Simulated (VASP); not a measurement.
Runs of VASP 6.6.1 on MgS. The structure is that of space group Fm-3m (No. 225), or close to it. The cells are those of the table. 

```tsv
level	cell	k mesh	grid for exact exchange (PRECFOCK)	share of exact exchange	screening parameter	gap on the mesh (eV)	pressure (GPa)
HSE06	a = 3.679 Å, angles 60.0°, 2 atoms	6 × 6 × 6	Normal	0.25	0.2079 1/Å	(b)	(a)
HSE06	a = 3.665, b = 3.665, c = 3.604 Å, angles 60.6, 60.6, 58.9°, 2 atoms	6 × 6 × 6	Normal	0.25	0.2079 1/Å	3.67	1.9
r2SCAN	a = 3.781, b = 3.781, c = 3.679 Å, angles 60.9, 60.9, 58.2°, 2 atoms	8 × 8 × 8	-	-	-	3.12	-3.8
r2SCAN	a = 3.679, b = 3.679, c = 3.710 Å, angles 59.7, 59.7, 59.4°, 2 atoms	8 × 8 × 8	-	-	-	3.34	-0.5
r2SCAN	a = 3.665, b = 3.665, c = 3.604 Å, angles 60.6, 60.6, 58.9°, 2 atoms	8 × 8 × 8	-	-	-	3.35	2.2
```

Alike in all rows: task single point; potentials or basis VASP PAW PBE potentials, release 64 (Mg, S); no spin polarisation; cutoff (eV) 520; smearing gaussian 0.01 eV.

Question: Fill in the values left out.

Answer: (a) -0.7; (b) 3.75.

Caveats: the PAW data sets were made with another functional, which shifts forces and pressure a little; the cell stands under tension (at least some runs).

A k mesh can miss the band edges.
